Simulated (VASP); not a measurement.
# TaN (P-6m2) in VASP: a series of runs

TaN is run at these levels: LDA; tasks: single point.

All numbers are computed with VASP 6.6.1; they aren't measurements. Logs are shortened: lines on timing, memory, paths and dates and some standing lists are left out, and cuts for length are marked.

## (1) The cell of the first run

It takes space group P-6m2 (No. 187, hexagonal). The conventional cell has a = 2.938 Å, b = 2.938 Å, c = 2.883 Å, α = 90.00°, β = 90.00°, γ = 120.00°. Ta (site symmetry -6m2) has 6 N at 2.23 Å and 2 Ta at 2.88 Å within 2.9 Å. N (site symmetry -6m2) has 6 Ta at 2.23 Å and 2 N at 2.88 Å within 2.9 Å.

## (2) Single point, LDA

Contents of INCAR:

```
ALGO = Normal
EDIFF = 1E-6
ENCUT = 600
GGA_COMPAT = F
ISIF = 2
ISMEAR = -1
LASPH = T
LCHARG = F
LREAL = F
LWAVE = F
NBANDS = 15
NELM = 120
PREC = Accurate
SIGMA = 0.05
```

Contents of KPOINTS:

```
k-points
0
Gamma
  10 10 9
```

Contents of POSCAR:

```
TaN
1.0
    2.9380000000      0.0000000000      0.0000000000
   -1.4690000000      2.5443830000      0.0000000000
    0.0000000000      0.0000000000      2.8830000000
Ta N
1 1
Direct
    0.3333333333      0.6666666667      0.5000000000
    0.0000000000      0.0000000000      0.0000000000
```

Potentials or basis: VASP PAW LDA potentials, release 64 (Ta_pv, N).

Started as:

```console
$ cat potpaw_LDA.64/Ta_pv/POTCAR potpaw_LDA.64/N/POTCAR > POTCAR
$ mpirun -np 1 vasp_std > vasp.out
```

OUTCAR:

```text
EDIFF = 1E-6
   ENCUT = 600
   ISIF = 2
   ISMEAR = -1
   LASPH = T
   LREAL = F
   NELM = 120
   PREC = Accurate

 ion  position               nearest neighbor table
   1  0.333  0.667  0.500-   2 2.23   2 2.23   2 2.23   2 2.23   2 2.23   2 2.23
   2  0.000  0.000  0.000-   1 2.23   1 2.23   1 2.23   1 2.23   1 2.23   1 2.23

  LATTYP: Found a hexagonal cell.
 ALAT       =     2.9380000000
 C/A-ratio  =     0.9812797822

  Lattice vectors:

 A1 = (   2.9380000000,   0.0000000000,   0.0000000000)
 A2 = (  -1.4690000000,   2.5443830000,   0.0000000000)
 A3 = (   0.0000000000,   0.0000000000,   2.8830000000)

Analysis of symmetry for initial positions (statically):
=====================================================================
 Subroutine PRICEL returns:
 Original cell was already a primitive cell.

 Routine SETGRP: Setting up the symmetry group for a
 hexagonal supercell.

 Subroutine GETGRP returns: Found 12 space group operations
 (whereof 12 operations were pure point group operations)
 out of a pool of 24 trial point group operations.

The static configuration has the point symmetry D_3h.

Analysis of symmetry for dynamics (positions and initial velocities):
=====================================================================
 Subroutine PRICEL returns:
 Original cell was already a primitive cell.

 Routine SETGRP: Setting up the symmetry group for a
 hexagonal supercell.

 Subroutine GETGRP returns: Found 12 space group operations
 (whereof 12 operations were pure point group operations)
 out of a pool of 24 trial point group operations.

The dynamic configuration has the point symmetry D_3h.

 Subroutine INISYM returns: Found 12 space group operations
 (whereof 12 operations are pure point group operations),
 and found     1 'primitive' translations

----------------------------------------------------------------------------------------

                                     Primitive cell

  volume of cell :      21.5516

  direct lattice vectors                    reciprocal lattice vectors
     2.938000000  0.000000000  0.000000000     0.340367597  0.196511296  0.000000000
    -1.469000000  2.544383000  0.000000000     0.000000000  0.393022591  0.000000000
     0.000000000  0.000000000  2.883000000     0.000000000  0.000000000  0.346860909

  length of vectors
     2.938000000  2.938000315  2.883000000     0.393022633  0.393022591  0.346860909

  position of ions in fractional coordinates (direct lattice)
     0.333333333  0.666666667  0.500000000
     0.000000000  0.000000000  0.000000000

  ion indices of the primitive-cell ions
   primitive index   ion index
                 1           1
                 2           2

----------------------------------------------------------------------------------------

 KPOINTS: k-points

Automatic generation of k-mesh.
 Grid dimensions read from file:
 generate k-points for:   10   10    9

 Generating k-lattice:

  Cartesian coordinates                     Fractional coordinates (reciprocal lattice)
     0.034036760  0.019651130  0.000000000     0.100000000  0.000000000  0.000000000
     0.000000000  0.039302259  0.000000000     0.000000000  0.100000000  0.000000000
     0.000000000  0.000000000  0.038540101     0.000000000  0.000000000  0.111111111

  Length of vectors
     0.039302263  0.039302259  0.038540101

  Shift w.r.t. Gamma in fractional coordinates (k-lattice)
     0.000000000  0.000000000  0.000000000

 Subroutine IBZKPT returns following result:
 ===========================================

 Found     70 irreducible k-points:

 Following reciprocal coordinates:
            Coordinates               Weight
  0.000000  0.000000  0.000000      1.000000
  0.100000 -0.000000  0.000000      6.000000
  0.200000 -0.000000  0.000000      6.000000
  0.300000  0.000000  0.000000      6.000000
  0.400000 -0.000000  0.000000      6.000000
  0.500000  0.000000  0.000000      3.000000
[... 16 lines left out ...]
  0.300000  0.100000  0.111111     24.000000
  0.400000  0.100000  0.111111     24.000000
 [... further k-points ...]
   k-points           NKPTS =     70   k-points in BZ     NKDIM =     70   number of bands    NBANDS=     15
   number of dos      NEDOS =    301   number of ions     NIONS =      2
   total plane-waves  NPLWV =  13824
   dimension x,y,z NGX =    24 NGY =   24 NGZ =   24
   dimension x,y,z NGXF=    48 NGYF=   48 NGZF=   48
   ions per type =               1   1
   NGX,Y,Z   is equivalent  to a cutoff of  13.58, 13.58, 13.84 a.u.
   NGXF,Y,Z  is equivalent  to a cutoff of  27.16, 27.16, 27.68 a.u.
 SYSTEM =  unknown system
   PREC   = accura    normal or accurate (medium, high low for compatibility)
   ISTART =      0    job   : 0-new  1-cont  2-samecut
   ICHARG =      2    charge: 1-file 2-atom 10-const
   ISPIN  =      1    spin polarized calculation?
   LNONCOLLINEAR =      F non collinear calculations
   LSORBIT =      F    spin-orbit coupling
   LASPH  =      T    aspherical Exc in radial PAW
   ENCUT  =  600.0 eV  44.10 Ry    6.64 a.u.   5.87  5.87  5.76*2*pi/ulx,y,z
   NELM   =    120;   NELMIN=  2; NELMDL= -5     # of ELM steps
   EDIFF  = 0.1E-05   stopping-criterion for ELM
   LREAL  =      F    real-space projection
[... 7 lines left out ...]
   TEBEG  =    0.0;   TEEND  =   0.0 temperature during run
   PSTRESS=    0.0 pullay stress
   NELECT =      16.0000    total number of electrons
   NUPDOWN=      -1.0000    fix difference up-down
   EMIN   =  10.00;   EMAX   =-10.00  energy-range for DOS
   EFERMI =   0.00;   METHOD = LEGACY
   ISMEAR =    -1;   SIGMA  =   0.05  broadening in eV -4-tet -1-fermi 0-gaus
   EFERMI_NEDOS =   21; number of points for ismear=-14 and -15
   IALGO  =     38    algorithm
   IMIX   =      4    mixing-type and parameters
     AMIX     =   0.40;   BMIX     =  1.00
     AMIX_MAG =   1.60;   BMIX_MAG =  1.00
  volume/ion in A,a.u.               =      10.78        72.72
  Fermi-wavevector in a.u.,A,eV,Ry     =   1.482365  2.801264 29.897528  2.197406
  Thomas-Fermi vector in A             =   2.596160
   LORBIT       =      0    0 simple, 1 ext, 2 COOP (PROOUT), +10 PAW based schemes
   GGA     = CA    functional components
   LHFCALC =     F    Hartree Fock is set to
   AEXX    =    0.0000 exact exchange contribution
   IVDW    =     0    specifies the selected vdW correction
   LEPSILON=     F    determine dielectric tensor
   LRPA    =     F    only Hartree local field effects (RPA)
 non-spin polarized calculation
  energy-cutoff  :      600.00
  volume of cell :       21.55
 maximum number of plane-waves:       729
 NGX is ok and might be reduce to    24
   NGX = 11   NGY = 11   NGZ = 11

 number of electron      16.0000001 magnetization

 Free energy of the ion-electron system (eV)
  ---------------------------------------------------
  ext. energy  EPLUGINS =         0.00000000
  ---------------------------------------------------
  free energy    TOTEN  =       -24.70169082 eV

  energy without entropy =      -24.70134349  energy(sigma->0) =      -24.70151716

 E-fermi :   8.1388     XC(G=0): -13.5826

 val. band max:        8.0117398402   @ k =   0.0000   0.0000   0.4444
 cond. band min:       8.2970498698   @ k =   0.0000   0.0000   0.3333
 fundamental gap:      0.2853100296
 Fermi energy:         8.1387655929

 k-point     1 :       0.0000    0.0000    0.0000
  band No.  band energies     occupation
      1     -26.5258      2.00000
      2     -26.2591      2.00000
      3     -26.2591      2.00000
      4      -9.4290      2.00000
      5       3.5636      2.00000
      6       3.5636      2.00000
      7       3.9093      2.00000
      8       5.2339      2.00000
      9      10.4744      0.00000
     10      11.6874      0.00000
     11      11.6874      0.00000
     12      12.0367      0.00000
     13      12.0367      0.00000
     14      20.4900      0.00000
     15      21.2911      0.00000

 k-point     2 :       0.1000   -0.0000    0.0000
  band No.  band energies     occupation
      1     -26.5119      2.00000
      2     -26.3678      2.00000
      3     -26.2823      2.00000
      4      -9.2198      2.00000
      5       2.9803      2.00000
      6       3.7213      2.00000
      7       4.1957      2.00000
      8       4.9374      2.00000
      9      11.1187      0.00000
     10      11.3417      0.00000
     11      11.7207      0.00000
     12      11.9320      0.00000
     13      12.3079      0.00000
     14      20.4917      0.00000
     15      21.2387      0.00000

 k-point     3 :       0.2000   -0.0000    0.0000
  band No.  band energies     occupation
      1     -26.6434      2.00000
      2     -26.4755      2.00000
      3     -26.3426      2.00000
      4      -8.6639      2.00000
      5       1.8691      2.00000
      6       4.1184      2.00000
      7       4.2684      2.00000
      8       4.7746      2.00000
      9      10.4626      0.00000
     10      11.6694      0.00000
     11      11.9026      0.00000
     12      12.7361      0.00000
     13      12.8327      0.00000
     14      20.4963      0.00000
     15      21.2195      0.00000
[... 343 lines left out ...]
 k-point    23 :       0.3000    0.1000    0.1111
  band No.  band energies     occupation
      1     -27.0812      2.00000
      2     -26.5088      2.00000
      3     -26.4919      2.00000
      4      -7.4633      2.00000
      5       0.5693      2.00000
      6       2.8763      2.00000
      7       4.1360      2.00000
      8       5.8636      2.00000
      9      10.0028      0.00000
     10      11.3970      0.00000
     11      12.6639      0.00000
     12      13.6697      0.00000
     13      15.8878      0.00000
     14      20.4965      0.00000
     15      21.2160      0.00000

 k-point    24 :       0.4000    0.1000    0.1111
  band No.  band energies     occupation
      1     -27.2388      2.00000
      2     -26.5447      2.00000
      3     -26.4800      2.00000
      4      -7.0793      2.00000
      5       0.1057      2.00000
      6       2.7354      2.00000
      7       3.9804      2.00000
      8       5.8541      2.00000
      9      10.6589      0.00000
     10      11.6976      0.00000
     11      12.6475      0.00000
     12      13.8790      0.00000
     13      17.1563      0.00000
     14      19.9296      0.00000
     15      20.5362      0.00000

 [... further k-points ...]

------------------------ aborting loop because EDIFF is reached ----------------------------------------

  FORCE on cell =-STRESS in cart. coord.  units (eV):
  Direction    XX          YY          ZZ          XY          YZ          ZX
  --------------------------------------------------------------------------------------
  -------------------------------------------------------------------------------------
  Total       -1.2618218     -1.2618222     -1.4526216     -0.0000000      0.0000000      0.0000000
  in kB      -93.8057998    -93.8058267   -107.9901578     -0.0000000      0.0000000      0.0000000
  external PRESSURE =     -98.5339281 kB  Pullay stress =       0.0000000 kB

 VOLUME and BASIS-vectors are now :
 -----------------------------------------------------------------------------
  energy-cutoff  :      600.00
  volume of cell :       21.55
      direct lattice vectors                 reciprocal lattice vectors
     2.938000000  0.000000000  0.000000000     0.340367597  0.196511296  0.000000000
    -1.469000000  2.544383000  0.000000000     0.000000000  0.393022591  0.000000000
     0.000000000  0.000000000  2.883000000     0.000000000  0.000000000  0.346860909

 POSITION                                       TOTAL-FORCE (eV/Angst)
 -----------------------------------------------------------------------------------
     -0.00000      1.69626      1.44150        -0.000000     -0.000000      0.000000
      0.00000      0.00000      0.00000         0.000000      0.000000      0.000000
 -----------------------------------------------------------------------------------
    total drift:                                0.000000      0.000005     -0.000000

  FREE ENERGIE OF THE ION-ELECTRON SYSTEM (eV)
  ---------------------------------------------------
  free  energy   TOTEN  =       -24.7016908229 eV

  energy  without entropy=      -24.7013434934  energy(sigma->0) =      -24.70151716
```

Wall time 10 s (1 thread of Intel Xeon Platinum 8488C (Sapphire Rapids), shared host); peak memory 0.15 GiB.

Results:

- Free energy: -24.7017 eV
- Pressure: -9.9 GPa
- Band gap on the k mesh: zero (band 8 reaches 8.30 eV, above the bottom of band 9 at 8.01 eV)

Stress tensor (GPa, compression positive):
```
 -9.38   0.00   0.00
  0.00  -9.38   0.00
  0.00   0.00 -10.80
```

Caveat: spin-orbit coupling is left out, which moves the levels of the heavy elements.

## (3) Single point, LDA

Contents of INCAR:

```
PREC     = Accurate       # precision mode
ENCUT    = 600            # plane-wave cutoff, eV
EDIFF    = 1E-6           # SCF threshold, eV
ISMEAR   = -1             # smearing method
SIGMA    = 0.05           # smearing width, eV
LREAL    = F              # projectors in reciprocal space
LASPH    = T              # aspherical terms in the spheres
NELM     = 120            # most SCF steps
ALGO     = Normal         # electronic algorithm
ISIF     = 2              # what is computed and relaxed
LWAVE    = F              # write WAVECAR
LCHARG   = F              # write CHGCAR
GGA      = CA             # functional
NBANDS   = 15             # bands
GGA_COMPAT= F
```

Contents of KPOINTS:

```
Automatic mesh
0
Gamma
  10 10 9
```

POSCAR is that of step 2.

Potentials or basis: VASP PAW LDA potentials, release 64 (Ta_pv, N).

Started as:

```console
$ cat potpaw_LDA.64/Ta_pv/POTCAR potpaw_LDA.64/N/POTCAR > POTCAR
$ mpirun -np 1 vasp_std > vasp.out
```

Wall time 11 s (1 thread of Intel Xeon Platinum 8488C (Sapphire Rapids), shared host); peak memory 0.14 GiB.

The run converged. Its results:

| Quantity | Value |
| --- | --- |
| Free energy | -24.7017 eV |
| Pressure | -9.9 GPa |
| Band gap on the k mesh | zero (band 8 reaches 8.30 eV, above the bottom of band 9 at 8.01 eV) |

Stress tensor (GPa, compression positive):
```
 -9.38   0.00   0.00
  0.00  -9.38   0.00
  0.00   0.00 -10.80
```

Levels at points of the mesh, in eV from the Fermi level:
| k point | band 4 | band 5 | band 6 | band 7 | band 8 | band 9 | band 10 | band 11 | band 12 | band 13 |
| --- | --- | --- | --- | --- | --- | --- | --- | --- | --- | --- |
| (0.00, 0.00, 0.00) | -17.57 | -4.58 | -4.58 | -4.23 | -2.90 | 2.34 | 3.55 | 3.55 | 3.90 | 3.90 |
| (0.50, 0.00, 0.00) | -15.22 | -8.27 | -5.22 | -3.51 | -3.16 | 2.91 | 4.00 | 5.15 | 5.24 | 7.53 |

Caveat: spin-orbit coupling is left out, which moves the levels of the heavy elements.
